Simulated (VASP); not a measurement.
Input of a VASP 6.6.1 run:

Contents of INCAR:

```
SYSTEM = Se
  PREC = Accurate
  ENCUT = 520
  EDIFF = 1E-6
  ISMEAR = 0
  SIGMA = 0.15
  LREAL = .False.
  LASPH = .True.
  NELM = 80
  ALGO = Normal
  ISIF = 2
  LWAVE = .False.
  LCHARG = .False.
  GGA = PE
  IVDW = 12
  NBANDS = 9
```

File KPOINTS:

```
regular mesh
0
Gamma
  16 16 16
  0 0 0
```

Contents of POSCAR:

```
Se
1.0
    2.8105630200      0.0000000000      0.0000000000
    0.0000000000      2.8105630200     -0.0281056302
    0.0000000000     -0.0281056302      2.8105630200
Se
1
Direct
    0.0000000000      0.0000000000      0.0000000000
```

Potentials or basis: VASP PAW PBE potentials, release 64 (Se).

The run is started by

```bash
$ cat potpaw_PBE.64/Se/POTCAR > POTCAR
$ mpirun -np 1 vasp_std > vasp.out
```

Task: Estimate the dispersion energy per atom.

Result: -0.395 eV.

Task: What does it give for the pressure?

Result: -1.3 GPa.

Task: Estimate the band gap on the k mesh.

Result: Zero (band 3 reaches 7.78 eV, above the bottom of band 4 at 1.63 eV).

Stress tensor (GPa, compression positive):
```
-1.34  0.00  0.00
 0.00 -1.34  0.19
 0.00  0.19 -1.34
```

Caveat: the cell differs from its parent crystal (strain -0.0200 x Voigt [0, 0, 0, 1, 0, 0]); pairwise dispersion overbinds metals, which lowers pressure and volume.
